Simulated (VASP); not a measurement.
Here is a VASP 6.6.1 calculation.

The input POSCAR:

```
Cs2AgBiBr6
1.0
    0.0000000000      5.6161000000      5.6161000000
    5.6161000000      0.0000000000      5.6161000000
    5.6161000000      5.6161000000      0.0000000000
Bi Cs Ag Br
1 2 1 6
Direct
    0.0000000000      0.0000000000      0.0000000000
    0.7500000000      0.7500000000      0.7500000000
    0.2500000000      0.2500000000      0.2500000000
    0.5000000000      0.5000000000      0.5000000000
    0.7494500000      0.7494500000      0.2505500000
    0.2505500000      0.2505500000      0.7494500000
    0.7494500000      0.2505500000      0.2505500000
    0.7494500000      0.2505500000      0.7494500000
    0.2505500000      0.7494500000      0.7494500000
    0.2505500000      0.7494500000      0.2505500000
```

Contents of INCAR.step1:

```
SYSTEM = Cs2AgBiBr6
PREC = Accurate ; ENCUT = 520
ISMEAR = 0 ; SIGMA = 0.01
LREAL = .FALSE. ; LASPH = .TRUE.
NELM = 80 ; NBANDS = 54
GGA = PE ; ALGO = Normal
EDIFF = 1E-4 ; LWAVE = .TRUE.
LCHARG = .FALSE.
```

INCAR.step2

```
SYSTEM = Cs2AgBiBr6
PREC = Accurate ; ENCUT = 520
EDIFF = 1E-6 ; ISMEAR = 0
SIGMA = 0.01 ; LREAL = .FALSE.
LASPH = .TRUE. ; NELM = 80
ALGO = Normal ; ISIF = 2
LWAVE = .FALSE. ; LCHARG = .FALSE.
METAGGA = R2SCAN ; LMIXTAU = .TRUE.
NBANDS = 54 ; ISTART = 1
```

KPOINTS

```
Automatic mesh
0
G
  4 4 4
  0 0 0
```

Potentials or basis: VASP PAW PBE potentials, release 64 (Bi_d, Cs_sv, Ag, Br).

The run is started by

```bash
$ cat potpaw_PBE.64/Bi_d/POTCAR potpaw_PBE.64/Cs_sv/POTCAR potpaw_PBE.64/Ag/POTCAR potpaw_PBE.64/Br/POTCAR > POTCAR
$ cp INCAR.step1 INCAR
$ mpirun -np 1 vasp_std > vasp.out
$ cp INCAR.step2 INCAR
$ mpirun -np 1 vasp_std > vasp.out
```

Q: Predict the pressure.

A: 1.0 GPa.

Q: Predict the band gap on the k mesh.

A: 1.65 eV (least direct gap 2.84 eV).

Q: Predict the largest force.

A: 0.248 eV/Å.

Forces in eV/Å, atoms in the order of the input:
```
Bi   0.000  0.000  0.000
Cs   0.000  0.000  0.000
Cs   0.000  0.000  0.000
Ag   0.000  0.000  0.000
Br   0.000  0.000 -0.248
Br   0.000  0.000  0.248
Br   0.248  0.000  0.000
Br   0.000 -0.248  0.000
Br  -0.248  0.000  0.000
Br   0.000  0.248  0.000
```

Caveat: the PAW data sets were made with another functional, which shifts forces and pressure a little; spin-orbit coupling is left out, which moves the levels of the heavy elements. A k mesh can miss the band edges.
